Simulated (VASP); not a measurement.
Input of a VASP 6.6.1 run:

The input INCAR:

```
  ALGO = Normal
  EDIFF = 1E-6
  ENCUT = 520
  GGA = PE
  ISIF = 2
  ISMEAR = 0
  LASPH = T
  LCHARG = F
  LREAL = F
  LWAVE = F
  NBANDS = 28
  NELM = 100
  PREC = Accurate
  SIGMA = 0.1
```

KPOINTS

```
k-points
0
Gamma
  18 18 6
```

The input POSCAR:

```
Sn2TeO
1.0
    3.3160558201      0.0000000000      0.0000000000
   -1.6580279101      2.8717885806      0.0000000000
    0.0000000000      0.0000000000     10.7869497131
Sn Te O
2 1 1
Direct
    0.0000000000      0.0000000000      0.8161289395
    0.0000000000      0.0000000000      0.1838710605
    0.0000000000      0.0000000000      0.5000000000
    0.0000000000      0.0000000000      0.0000000000
```

Potentials or basis: VASP PAW PBE potentials, release 64 (Sn_d, Te, O).

Launch:

```console
$ cat potpaw_PBE.64/Sn_d/POTCAR potpaw_PBE.64/Te/POTCAR potpaw_PBE.64/O/POTCAR > POTCAR
$ mpirun -np 1 vasp_std > vasp.out
```

(1) What does it give for the band gap on the k mesh?

(2) What does it give for the pressure?

(3) What does it give for the largest force?

## Answers

(1) zero (bands 20 and 21 overlap by 4.44 eV).

(2) 0.1 GPa.

(3) 0.051 eV/Å.

Caveat: spin-orbit coupling is left out, which moves the levels of the heavy elements.
